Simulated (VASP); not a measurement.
A run of VASP 6.6.1 is set up as follows.

INCAR

```
PREC = Accurate
ENCUT = 520
EDIFF = 1E-6
ISMEAR = -1
SIGMA = 0.02
LREAL = Auto
LASPH = True
NELM = 80
ALGO = Normal
ISIF = 2
LWAVE = False
LCHARG = False
GGA = PE
IVDW = 12
NBANDS = 53
```

KPOINTS

```
Automatic mesh
0
Gamma
  2 2 1
```

The input POSCAR:

```
HC9
1.0
    7.3980000000      0.0000000000      0.0000000000
   -3.6990000000      6.4068560000      0.0000000000
    0.0000000000      0.0000000000     12.0000000000
C H
18 2
Direct
    0.0021223212      0.0148150669      0.0699129167
    0.2231828368      0.1253554005      0.0696715000
    0.0022959540      0.3462220783      0.0700399167
    0.2230014352      0.4565635625      0.0698825833
    0.0001813813      0.6793611406      0.0700337500
    0.2251025640      0.7918350280      0.0699885000
    0.3356118384      0.0128989945      0.0698550000
    0.5562856069      0.1232281481      0.0700237500
    0.3335179022      0.3460293161      0.0696365833
    0.5583904431      0.4584732355      0.0698320000
    0.3354483935      0.6814866761      0.0700079167
    0.5565026183      0.7920128063      0.0700280833
    0.6668346114      0.0127013936      0.0700910000
    0.8917577514      0.1251540537      0.0700462500
    0.6687406878      0.3481423650      0.0700240833
    0.8898218439      0.4586709924      0.0700926667
    0.6689469190      0.6795386068      0.0699838333
    0.8896465699      0.7898878951      0.0700248333
    0.3351583928      0.2284224899      0.3220083333
    0.4472177569      0.2565923130      0.3288158333
```

Potentials or basis: VASP PAW PBE potentials, release 64 (C, H).

The run is started by

```console
$ cat potpaw_PBE.64/C/POTCAR potpaw_PBE.64/H/POTCAR > POTCAR
$ mpirun -np 1 vasp_std > vasp.out
```

Estimate the largest force.

0.033 eV/Å.

Estimate the band gap on the k mesh.

0.22 eV.

Forces on the atoms (eV/Å):
```
C   -0.003 -0.008  0.002
C    0.003  0.003  0.001
C   -0.003  0.001 -0.003
C    0.001  0.000  0.003
C    0.008 -0.002  0.002
C   -0.007 -0.005 -0.001
C   -0.006  0.010  0.003
C   -0.005  0.010  0.001
C    0.005  0.005 -0.003
C   -0.008 -0.004 -0.001
C   -0.002 -0.007 -0.003
C    0.006 -0.002  0.000
C    0.006  0.001  0.000
C   -0.006 -0.004  0.002
C   -0.002 -0.002  0.000
C    0.005  0.001  0.002
C    0.000 -0.001  0.002
C   -0.001  0.002 -0.001
H    0.032  0.007 -0.003
H   -0.024 -0.007 -0.004
```

Caveat: the k points lie up to 0.49 Å⁻¹ apart.
